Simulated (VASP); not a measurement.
# TaN (I4/mmm) in VASP: a series of runs

Runs on TaN. Level: PBEsol. Tasks: single point.

All numbers are computed with VASP 6.6.1; they aren't measurements. Logs are shortened: lines on timing, memory, paths and dates and some standing lists are left out, and cuts for length are marked.

## Step 1: The cell of the first run

The structure is tetragonal, space group I4/mmm (No. 139). The conventional cell has a = 3.001 Å, b = 3.001 Å, c = 4.441 Å, α = 90.00°, β = 90.00°, γ = 90.00°. Within 2.8 Å of Ta (site symmetry 4/mmm) lie 6 N at 2.12 to 2.22 Å. N (site symmetry 4/mmm) has 6 Ta at 2.12 to 2.22 Å within 2.8 Å.

## Step 2: Single point, PBEsol (strain -0.030 along x and y, +0.015 along z)

INCAR reads:

```
SYSTEM = TaN
PREC     = Accurate       ! precision mode
ENCUT    = 520            ! plane-wave cutoff, eV
EDIFF    = 1E-6           ! SCF threshold, eV
ISMEAR   = 0              ! smearing method
SIGMA    = 0.15           ! smearing width, eV
LREAL    = .FALSE.        ! projectors in reciprocal space
LASPH    = .TRUE.         ! aspherical terms in the spheres
NELM     = 60             ! most SCF steps
ALGO     = Normal         ! electronic algorithm
ISIF     = 2              ! what is computed and relaxed
LWAVE    = .FALSE.        ! write WAVECAR
LCHARG   = .TRUE.         ! write CHGCAR
GGA      = PS             ! functional
LELF     = .TRUE.         ! ELF
LVHAR    = .TRUE.       
NBANDS   = 15             ! bands
```

KPOINTS reads:

```
Automatic mesh
0
G
  24 24 24
  0 0 0
```

POSCAR reads:

```
TaN
1.0
    0.0000000000      2.1222093625      2.2206623742
    2.1222093625      0.0000000000      2.2206623742
    2.1222093625      2.1222093625      0.0000000000
Ta N
1 1
Direct
    0.5000000000      0.5000000000      0.5000000000
    0.0000000000      0.0000000000      0.0000000000
```

Potentials or basis: VASP PAW PBE potentials, release 64 (Ta_pv, N).

On the command line:

```bash
cat potpaw_PBE.64/Ta_pv/POTCAR potpaw_PBE.64/N/POTCAR > POTCAR
mpirun -np 1 vasp_std > vasp.out
```

OUTCAR:

```text
SYSTEM = TaN
   PREC = Accurate
   ENCUT = 520
   EDIFF = 1E-6
   ISMEAR = 0
   LREAL = .FALSE.
   LASPH = .TRUE.
   NELM = 60
   ISIF = 2
   GGA = PS

 ion  position               nearest neighbor table
   1  0.500  0.500  0.500-   2 2.12   2 2.12   2 2.12   2 2.12   2 2.22   2 2.22
   2  0.000  0.000  0.000-   1 2.12   1 2.12   1 2.12   1 2.12   1 2.22   1 2.22

  LATTYP: Found a body centered tetragonal cell.
 ALAT       =     3.0012572626
 C/A-ratio  =     1.4798214081

  Lattice vectors:

 A1 = (  -2.1222093625,   0.0000000000,   2.2206623742)
 A2 = (   2.1222093625,   0.0000000000,   2.2206623742)
 A3 = (   0.0000000000,   2.1222093625,  -2.2206623742)

Analysis of symmetry for initial positions (statically):
=====================================================================
 Subroutine PRICEL returns:
 Original cell was already a primitive cell.

 Routine SETGRP: Setting up the symmetry group for a
 body centered tetragonal supercell.

 Subroutine GETGRP returns: Found 16 space group operations
 (whereof 16 operations were pure point group operations)
 out of a pool of 16 trial point group operations.

The static configuration has the point symmetry D_4h.

Analysis of symmetry for dynamics (positions and initial velocities):
=====================================================================
 Subroutine PRICEL returns:
 Original cell was already a primitive cell.

 Routine SETGRP: Setting up the symmetry group for a
 body centered tetragonal supercell.

 Subroutine GETGRP returns: Found 16 space group operations
 (whereof 16 operations were pure point group operations)
 out of a pool of 16 trial point group operations.

The dynamic configuration has the point symmetry D_4h.

 Subroutine INISYM returns: Found 16 space group operations
 (whereof 16 operations are pure point group operations),
 and found     1 'primitive' translations

----------------------------------------------------------------------------------------

                                     Primitive cell

  volume of cell :      20.0027

  direct lattice vectors                    reciprocal lattice vectors
     0.000000000  2.122209363  2.220662374    -0.235603522  0.235603522  0.225158046
     2.122209363  0.000000000  2.220662374     0.235603522 -0.235603522  0.225158046
     2.122209363  2.122209363  0.000000000     0.235603522  0.235603522 -0.225158046

  length of vectors
     3.071663061  3.071663061  3.001257263     0.402137022  0.402137022  0.402137022

  position of ions in fractional coordinates (direct lattice)
     0.500000000  0.500000000  0.500000000
     0.000000000  0.000000000  0.000000000

  ion indices of the primitive-cell ions
   primitive index   ion index
[... 88 lines left out ...]
   EFERMI =   0.00;   METHOD = LEGACY
   ISMEAR =     0;   SIGMA  =   0.15  broadening in eV -4-tet -1-fermi 0-gaus
   EFERMI_NEDOS =   21; number of points for ismear=-14 and -15
   IALGO  =     38    algorithm
   IMIX   =      4    mixing-type and parameters
     AMIX     =   0.40;   BMIX     =  1.00
     AMIX_MAG =   1.60;   BMIX_MAG =  1.00
  volume/ion in A,a.u.               =      10.00        67.49
  Fermi-wavevector in a.u.,A,eV,Ry     =   1.519679  2.871777 31.421620  2.309424
  Thomas-Fermi vector in A             =   2.628632
   LORBIT       =      0    0 simple, 1 ext, 2 COOP (PROOUT), +10 PAW based schemes
   GGA     = PS    functional components
   LHFCALC =     F    Hartree Fock is set to
   AEXX    =    0.0000 exact exchange contribution
   IVDW    =     0    specifies the selected vdW correction
   LEPSILON=     F    determine dielectric tensor
   LRPA    =     F    only Hartree local field effects (RPA)
 non-spin polarized calculation
 Gauss-broadening in eV      SIGMA  =   0.15
  energy-cutoff  :      520.00
  volume of cell :       20.00
 maximum number of plane-waves:       550
   NGX = 11   NGY = 11   NGZ = 11

 number of electron      15.9999997 magnetization

 Free energy of the ion-electron system (eV)
  ---------------------------------------------------
  ext. energy  EPLUGINS =         0.00000000
  ---------------------------------------------------
  free energy    TOTEN  =       -23.09412947 eV

  energy without entropy =      -23.08551635  energy(sigma->0) =      -23.08982291

 E-fermi :  10.0680     XC(G=0): -13.9249

 val. band max:       10.0675306391   @ k =   0.5000   0.1667   0.0833
 cond. band min:      10.0768396593   @ k =   0.1667   0.0000   0.1667
 fundamental gap:      0.0093090202
 Fermi energy:        10.0679943661

 k-point     1 :       0.0000    0.0000    0.0000
  band No.  band energies     occupation
      1     -25.5042      2.00000
      2     -25.4878      2.00000
      3     -25.4878      2.00000
      4      -9.2452      2.00000
      5       5.9549      2.00000
      6       6.1912      2.00000
      7       6.1912      2.00000
      8       7.3855      2.00000
      9       7.9915      2.00000
     10       7.9915      2.00000
     11       9.4838      2.00000
     12      10.4649      0.00018
     13      12.5201      0.00000
     14      19.5043      0.00000
[... 401 lines left out ...]
      2     -25.6401      2.00000
      3     -25.5572      2.00000
      4      -5.9598      2.00000
      5      -0.5717      2.00000
      6       2.0697      2.00000
      7       2.1813      2.00000
      8      11.5462      0.00000
      9      11.9875      0.00000
     10      12.1263      0.00000
     11      14.7163      0.00000
     12      17.4775      0.00000
     13      18.3222      0.00000
     14      22.1807      0.00000
     15      22.6884      0.00000

 [... further k-points ...]

------------------------ aborting loop because EDIFF is reached ----------------------------------------

  FORCE on cell =-STRESS in cart. coord.  units (eV):
  Direction    XX          YY          ZZ          XY          YZ          ZX
  --------------------------------------------------------------------------------------
  -------------------------------------------------------------------------------------
  Total        3.9927595      3.9927595      0.0642924      0.0000000     -0.0000000      0.0000000
  in kB      319.8119961    319.8119961      5.1496952      0.0000000     -0.0000000      0.0000000
  external PRESSURE =     214.9245624 kB  Pullay stress =       0.0000000 kB

 VOLUME and BASIS-vectors are now :
 -----------------------------------------------------------------------------
  energy-cutoff  :      520.00
  volume of cell :       20.00
      direct lattice vectors                 reciprocal lattice vectors
     0.000000000  2.122209363  2.220662374    -0.235603522  0.235603522  0.225158046
     2.122209363  0.000000000  2.220662374     0.235603522 -0.235603522  0.225158046
     2.122209363  2.122209363  0.000000000     0.235603522  0.235603522 -0.225158046

 POSITION                                       TOTAL-FORCE (eV/Angst)
 -----------------------------------------------------------------------------------
      2.12221      2.12221      2.22066        -0.000000     -0.000000      0.000000
      0.00000      0.00000      0.00000         0.000000      0.000000      0.000000
 -----------------------------------------------------------------------------------
    total drift:                                0.000000     -0.000000     -0.000000

  FREE ENERGIE OF THE ION-ELECTRON SYSTEM (eV)
  ---------------------------------------------------
  free  energy   TOTEN  =       -23.0941294688 eV

  energy  without entropy=      -23.0855163497  energy(sigma->0) =      -23.08982291
```

stdout:

```text
POSCAR found type information on POSCAR TaN
 POSCAR found :  2 types and       2 ions
 scaLAPACK will be used
 -----------------------------------------------------------------------------
|                                                                             |
|                                                                             |
|     You enforced a specific xc type in the INCAR file but a different       |
|     I HOPE YOU KNOW WHAT YOU ARE DOING!                                     |
|                                                                             |
 -----------------------------------------------------------------------------

 LDA part: xc-table for (Slater+PW92), standard interpolation
 POSCAR, INCAR and KPOINTS ok, starting setup
 FFT: planning ... GRIDC
 FFT: planning ... GRID_SOFT
 FFT: planning ... GRID
 WAVECAR not read
 entering main loop
```

Run time: 99 s. Hardware: 1 thread of Intel Xeon 6975P-C (Granite Rapids), shared host; peak memory 0.41 GiB.

What came out:

| Item | Value |
| --- | --- |
| Free energy | -23.0941 eV |
| Pressure | 21.5 GPa |
| Band gap on the k mesh | zero (bands 8 and 9 overlap by 4.18 eV) |

Stress tensor (GPa, compression positive):
```
31.98  0.00  0.00
 0.00 31.98  0.00
 0.00  0.00  0.51
```

Levels at points of the mesh, in eV from the Fermi level:
```tsv
k point	band 4	band 5	band 6	band 7	band 8	band 9	band 10	band 11	band 12	band 13
(0.00, 0.00, 0.00)	-19.31	-4.11	-3.88	-3.88	-2.68	-2.08	-2.08	-0.58	0.40	2.45
(0.50, 0.00, 0.00)	-15.82	-10.90	-8.07	-8.03	1.97	2.17	2.41	4.00	7.51	8.87
(0.50, 0.50, 0.00)	-18.06	-7.06	-5.87	-4.58	-4.58	2.30	3.92	3.92	5.14	7.38
(0.50, 0.00, 0.50)	-18.02	-6.54	-5.94	-4.92	-4.69	2.20	3.58	4.28	5.46	7.65
```

Caveat: the cell differs from its parent crystal (strain -0.030 along x and y, +0.015 along z); the cell stands under pressure; the PAW data sets were made with another functional, which shifts forces and pressure a little; spin-orbit coupling is left out, which moves the levels of the heavy elements.

## Step 3: Single point, PBEsol (strain -0.030 along x and y, +0.030 along z)

INCAR reads:

```
  ALGO = Normal
  EDIFF = 1E-6
  ENCUT = 520
  GGA = PS
  ISIF = 2
  ISMEAR = 0
  LASPH = T
  LCHARG = F
  LREAL = F
  LWAVE = F
  NBANDS = 15
  NELM = 60
  PREC = Accurate
  SIGMA = 0.15
```

KPOINTS reads:

```
k-points
0
Gamma
  24 24 24
```

POSCAR reads:

```
TaN
1.0
    0.0000000000      2.1222093625      2.2534800447
    2.1222093625      0.0000000000      2.2534800447
    2.1222093625      2.1222093625      0.0000000000
Ta N
1 1
Direct
    0.5000000000      0.5000000000      0.5000000000
    0.0000000000      0.0000000000      0.0000000000
```

Potentials or basis: VASP PAW PBE potentials, release 64 (Ta_pv, N).

On the command line:

```bash
cat potpaw_PBE.64/Ta_pv/POTCAR potpaw_PBE.64/N/POTCAR > POTCAR
mpirun -np 1 vasp_std > vasp.out
```

Wall time 90 s (1 thread of Intel Xeon 6975P-C (Granite Rapids), shared host); peak memory 0.42 GiB.

Results (log left out):

- Free energy: -23.0876 eV
- Pressure: 16.6 GPa
- Band gap on the k mesh: zero (bands 8 and 9 overlap by 3.99 eV)

Stress tensor (GPa, compression positive):
```
28.69  0.00  0.00
 0.00 28.69  0.00
 0.00  0.00 -7.49
```

Levels at points of the mesh, in eV from the Fermi level:
```tsv
k point	band 5	band 6	band 7	band 8	band 9	band 10	band 11	band 12
(0.00, 0.00, 0.00)	-4.09	-3.80	-3.80	-2.74	-1.94	-1.94	-0.84	0.51
(0.50, 0.00, 0.00)	-10.77	-7.97	-7.92	1.92	2.15	2.46	3.94	7.11
(0.50, 0.50, 0.00)	-7.11	-5.74	-4.49	-4.49	2.26	3.83	3.83	4.94
(0.50, 0.00, 0.50)	-6.45	-5.81	-4.91	-4.64	2.08	3.38	4.32	5.43
```

Caveat: the cell differs from its parent crystal (strain -0.030 along x and y, +0.030 along z); the cell stands under pressure; the PAW data sets were made with another functional, which shifts forces and pressure a little; spin-orbit coupling is left out, which moves the levels of the heavy elements.

## Step 4: Single point, PBEsol (strain +0.000 along x and y, -0.030 along z)

INCAR reads:

```
PREC = Accurate
ENCUT = 520
EDIFF = 1E-6
ISMEAR = 0
SIGMA = 0.15
LREAL = F
LASPH = T
NELM = 60
ALGO = Normal
ISIF = 2
LWAVE = F
LCHARG = F
GGA = PS
NBANDS = 15
```

KPOINTS reads:

```
Automatic mesh
0
Gamma
  24 24 24
```

POSCAR reads:

```
TaN
1.0
    0.0000000000      2.1878447036      2.1222093625
    2.1878447036      0.0000000000      2.1222093625
    2.1878447036      2.1878447036      0.0000000000
Ta N
1 1
Direct
    0.5000000000      0.5000000000      0.5000000000
    0.0000000000      0.0000000000      0.0000000000
```

On the command line:

```bash
cat potpaw_PBE.64/Ta_pv/POTCAR potpaw_PBE.64/N/POTCAR > POTCAR
mpirun -np 1 vasp_std > vasp.out
```

It took 88 s on 1 thread of Intel Xeon 6975P-C (Granite Rapids), shared host; peak memory 0.42 GiB.

It converged, with:

```
Free energy            : -23.1592 eV
Pressure               : 13.7 GPa
Band gap on the k mesh : zero (bands 8 and 9 overlap by 4.28 eV)
```

Stress tensor (GPa, compression positive):
```
 5.72  0.00  0.00
 0.00  5.72  0.00
 0.00  0.00 29.59
```

Levels at points of the mesh, in eV from the Fermi level:
```
           k point  band 5  band 6  band 7  band 8  band 9  band 10  band 11  band 12
(0.00, 0.00, 0.00)   -3.98   -3.98   -3.81   -2.38   -2.38    -2.00    -0.19     0.06
(0.50, 0.00, 0.00)  -10.78   -7.94   -7.93    1.90    2.19     2.21     3.95     7.65
(0.50, 0.50, 0.00)   -6.47   -5.86   -4.83   -4.83    2.27     3.83     3.83     5.12
(0.50, 0.00, 0.50)   -6.83   -5.80   -4.74   -4.58    2.17     3.62     4.03     5.10
```

Caveat: the cell differs from its parent crystal (strain +0.000 along x and y, -0.030 along z); the cell stands under pressure; the PAW data sets were made with another functional, which shifts forces and pressure a little; spin-orbit coupling is left out, which moves the levels of the heavy elements.

## Step 5: Single point, PBEsol (strain -0.015 along x and y, +0.000 along z)

INCAR reads:

```
PREC     = Accurate       # precision mode
ENCUT    = 520            # plane-wave cutoff, eV
EDIFF    = 1E-6           # SCF threshold, eV
ISMEAR   = 0              # smearing method
SIGMA    = 0.15           # smearing width, eV
LREAL    = False          # projectors in reciprocal space
LASPH    = True           # aspherical terms in the spheres
NELM     = 60             # most SCF steps
ALGO     = Normal         # electronic algorithm
ISIF     = 2              # what is computed and relaxed
LWAVE    = False          # write WAVECAR
LCHARG   = False          # write CHGCAR
GGA      = PS             # functional
NBANDS   = 15             # bands
```

KPOINTS is that of step 4.

POSCAR reads:

```
TaN
1.0
    0.0000000000      2.1550270330      2.1878447036
    2.1550270330      0.0000000000      2.1878447036
    2.1550270330      2.1550270330      0.0000000000
Ta N
1 1
Direct
    0.5000000000      0.5000000000      0.5000000000
    0.0000000000      0.0000000000      0.0000000000
```

On the command line:

```bash
cat potpaw_PBE.64/Ta_pv/POTCAR potpaw_PBE.64/N/POTCAR > POTCAR
mpirun -np 1 vasp_std > vasp.out
```

It took 90 s on 1 thread of Intel Xeon 6975P-C (Granite Rapids), shared host; peak memory 0.41 GiB.

The run converged. Its results:

```yaml
Free_energy: -23.1825 eV
Pressure: 12.9 GPa
Band_gap_on_the_k_mesh: zero (bands 8 and 9 overlap by 4.19 eV)
```

Stress tensor (GPa, compression positive):
```
16.58  0.00  0.00
 0.00 16.58  0.00
 0.00  0.00  5.61
```

Levels at points of the mesh, in eV from the Fermi level:
| k point | band 5 | band 6 | band 7 | band 8 | band 9 | band 10 | band 11 | band 12 |
| --- | --- | --- | --- | --- | --- | --- | --- | --- |
| (0.00, 0.00, 0.00) | -3.98 | -3.90 | -3.90 | -2.39 | -2.19 | -2.19 | -0.12 | 0.15 |
| (0.50, 0.00, 0.00) | -10.78 | -7.93 | -7.92 | 2.00 | 2.09 | 2.19 | 3.95 | 7.83 |
| (0.50, 0.50, 0.00) | -6.83 | -5.80 | -4.66 | -4.66 | 2.23 | 3.82 | 3.82 | 5.03 |
| (0.50, 0.00, 0.50) | -6.66 | -5.83 | -4.78 | -4.71 | 2.23 | 3.72 | 3.94 | 5.10 |

Caveat: the cell differs from its parent crystal (strain -0.015 along x and y, +0.000 along z); the cell stands under pressure; the PAW data sets were made with another functional, which shifts forces and pressure a little; spin-orbit coupling is left out, which moves the levels of the heavy elements.

## Step 6: Summary

| cell | gap on the mesh (eV) | pressure (GPa) |
| --- | --- | --- |
| a = 3.072, b = 3.072, c = 3.001 Å, angles 60.8, 60.8, 58.5°, 2 atoms | none | 21.5 |
| a = 3.095, b = 3.095, c = 3.001 Å, angles 61.0, 61.0, 58.0°, 2 atoms | none | 16.6 |
| a = 3.048, b = 3.048, c = 3.094 Å, angles 59.5, 59.5, 61.0°, 2 atoms | none | 13.7 |
| a = 3.071, b = 3.071, c = 3.048 Å, angles 60.3, 60.3, 59.5°, 2 atoms | none | 12.9 |

Alike in all rows: task single point; level PBEsol; potentials or basis VASP PAW PBE potentials, release 64 (Ta_pv, N); no spin polarisation; k mesh 24 × 24 × 24; cutoff (eV) 520; smearing gaussian 0.15 eV.

Caveats: the cell stands under pressure; the PAW data sets were made with another functional, which shifts forces and pressure a little; spin-orbit coupling is left out, which moves the levels of the heavy elements.

Total energies depend on the potentials used, so only differences within one code and one set of settings carry meaning.
